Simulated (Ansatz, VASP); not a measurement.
**AlNi in VASP and in Ansatz**

Contents of INCAR:

```
SYSTEM = AlNi
PREC = Accurate
ENCUT = 600
EDIFF = 1E-6
ISMEAR = 0
SIGMA = 0.1
LREAL = .False.
LASPH = .True.
NELM = 120
ALGO = Normal
ISIF = 2
LWAVE = .False.
LCHARG = .False.
GGA = PE
NBANDS = 14
GGA_COMPAT = .False.
```

The input KPOINTS:

```
Automatic mesh
0
Gamma
  6 6 6
  0 0 0
```

POSCAR

```
AlNi
1.0
    2.8597112900      0.0000000000      0.0000000000
    0.0000000000      2.8597112900      0.0000000000
    0.0000000000      0.0000000000      2.8597112900
Al Ni
1 1
Direct
    0.5000000000      0.5000000000      0.5000000000
    0.0000000000      0.0000000000      0.0000000000
```

Input for Ansatz:

```yaml
crystal:
  lattice:
    - [2.85971129, 0.0, 0.0]
    - [0.0, 2.85971129, 0.0]
    - [0.0, 0.0, 2.85971129]
  atoms:
    - { symbol: Al, position: [0.5, 0.5, 0.5] }
    - { symbol: Ni, position: [0.0, 0.0, 0.0] }
basis:
  ecutwfc: 420
kpoints:
  mp_grid: { grid: [6, 6, 6] }
hamiltonian:
  xc: pbe
scf:
  occupations: { method: gaussian, width: 0.1 }
output:
  forces: true
  stress: true
  eigenvalues: true
```

Alike in both runs: task single point; functional PBE; k mesh 6 × 6 × 6; occupations gaussian, width 0.1 eV; no spin polarisation.

|  | VASP | Ansatz |
| --- | --- | --- |
| version | VASP 6.6.1 | Ansatz 0.2.0 |
| potentials or method | VASP PAW PBE potentials, release 64 (Al, Ni), cutoff 600 eV | scalar-relativistic, plane waves, PAW |
| valence electrons in the cell | 13 | 21 |

```csv
,VASP,Ansatz,Ansatz less VASP
gap on the k mesh at the Fermi level (eV),none,none,-
pressure (GPa),6.2,6.3,+0.05
```

A gap of «none» marks a metal or a gap that the smearing closes. VASP's potentials hold 13 valence electrons a cell and Ansatz's 21, so a difference there can come from the potentials and not from the codes.

The k mesh is coarse, so the values compare programs but aren't converged.
